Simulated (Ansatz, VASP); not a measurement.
## GaSb3 in VASP and in Ansatz

```
Ga Sb
1.0
     0.00000    3.71176    3.42596
     3.71176    0.00000    3.42596
     3.71176    3.71176    0.00000
Ga Sb
1 3
Direct
  0.00000 0.00000 0.00000
  0.25000 0.25000 0.25000
  0.75000 0.75000 0.75000
  0.50000 0.50000 0.50000
```

Alike in both runs: task single point; functional PBEsol; k mesh 10 × 10 × 10; occupations gaussian, width 0.15 eV; no spin polarisation.

|  | VASP | Ansatz |
| --- | --- | --- |
| version | VASP 6.6.1 | Ansatz 0.2.0 |
| potentials or method | VASP PAW PBE potentials, release 64 (Ga_d, Sb), cutoff 520 eV | scalar-relativistic, plane waves, PAW |
| valence electrons in the cell | 28 | 58 |

```csv
,VASP,Ansatz,Ansatz less VASP
gap on the k mesh at the Fermi level (eV),none,none,-
pressure (GPa),2.2,2.1,-0.02
"traceless stress, the component that is largest in VASP (GPa)",0.62,0.62,-0.002
```

VASP's potentials were made for PBE, not for PBEsol, and Ansatz warns of the same on its side. A gap of «none» marks a metal or a gap that the smearing closes. VASP's potentials hold 28 valence electrons a cell and Ansatz's 58, so a difference there can come from the potentials and not from the codes.

Neither program's run includes spin-orbit coupling.
